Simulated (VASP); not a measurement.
**Zn: single point with PBE**

Crystal: Zn.

```
CELL_PARAMETERS angstrom
2.26817 -1.30849 0.00000
2.26817 1.30849 0.00000
-1.59172 0.00000 7.30041
ATOMIC_POSITIONS crystal
Zn 0.00000 0.00000 0.00000
Zn 0.22198 0.22198 0.66550
Zn 0.77802 0.77802 0.33450
```

```
Program             : VASP 6.6.1
Task                : single point
Functional          : PBE
Potentials or basis : VASP PAW PBE potentials, release 64 (Zn)
Cutoff              : 520 eV
k mesh              : 14 × 14 × 6
Occupations         : gaussian, width 0.05 eV
Spin                : no spin polarisation
```

| Item | Value |
| --- | --- |
| Pressure | 4.6 GPa |
| Largest force | 0.003 eV/Å |
| Band gap on the k mesh | zero (bands 18 and 19 overlap by 4.58 eV) |

Forces in eV/Å, atoms in the order of the input:
```
Zn   0.000  0.000  0.000
Zn   0.003  0.000  0.000
Zn  -0.003  0.000  0.000
```

Stress tensor (GPa, compression positive):
```
4.98 0.00 0.14
0.00 4.86 0.00
0.14 0.00 3.87
```

Levels at points of the mesh, in eV from the Fermi level:
| k point | band 14 | band 15 | band 16 | band 17 | band 18 | band 19 | band 20 | band 21 | band 22 | band 23 |
| --- | --- | --- | --- | --- | --- | --- | --- | --- | --- | --- |
| (0.00, 0.00, 0.00) | -7.19 | -7.18 | -7.18 | -6.98 | -6.95 | 1.70 | 1.76 | 14.09 | 17.82 | 18.67 |
| (0.50, 0.00, 0.00) | -6.93 | -6.92 | -2.91 | -2.19 | -1.67 | 0.63 | 1.22 | 2.11 | 6.70 | 7.86 |
| (0.50, 0.50, 0.00) | -6.94 | -6.92 | -2.58 | -2.42 | -1.90 | -0.22 | 2.19 | 3.69 | 4.56 | 6.52 |
| (0.00, 0.00, 0.50) | -7.30 | -7.29 | -7.14 | -7.13 | -3.87 | -2.98 | 8.05 | 8.13 | 18.24 | 18.27 |
| (0.50, 0.00, 0.50) | -6.93 | -6.92 | -2.61 | -2.38 | -1.90 | -0.09 | 2.01 | 3.51 | 4.82 | 6.76 |
| (0.50, 0.50, 0.50) | -6.93 | -6.92 | -2.94 | -2.22 | -1.57 | 0.76 | 1.04 | 1.91 | 6.98 | 8.12 |

Run time: 2.8 min on 1 thread of Intel(R) Xeon(R) 6975P-C (Granite Rapids), with other jobs on the host, peak memory 0.35 GiB.

Caveat: the cell stands under pressure.
